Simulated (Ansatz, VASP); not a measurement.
# Ba: VASP beside Ansatz

```xyz
2
Lattice="-2.9297 2.9297 1.5846 2.9297 -2.9297 1.5846 2.9297 2.9297 -1.5846" Properties=species:S:1:pos:R:3 pbc="T T T"
Ba    0.0000   -1.4648   -0.3962
Ba    0.0000    1.4648    0.3962
```

Change from the starting cell: volume scaled by 0.45, LAPW.

Alike in both runs: task single point; functional PBE; k mesh 10 × 10 × 10; occupations fermi-dirac, width 0.08 eV; no spin polarisation.

|  | VASP | Ansatz |
| --- | --- | --- |
| version | VASP 6.6.1 | Ansatz 0.2.0 |
| potentials or method | VASP PAW PBE potentials, release 64 (Ba_sv), cutoff 520 eV | all-electron LAPW, scalar-relativistic |

Ansatz gave:

```
pressure (GPa)                                                : 23.7
traceless stress, the component that is largest in VASP (GPa) : 0.19
```

Problem. What did VASP give for the same quantities?

Solution. Pressure (GPa): 28.7; traceless stress, the component that is largest in VASP (GPa): 0.54.

Ansatz ran all-electron here, and VASP with PAW potentials.

Spin-orbit coupling is off throughout.
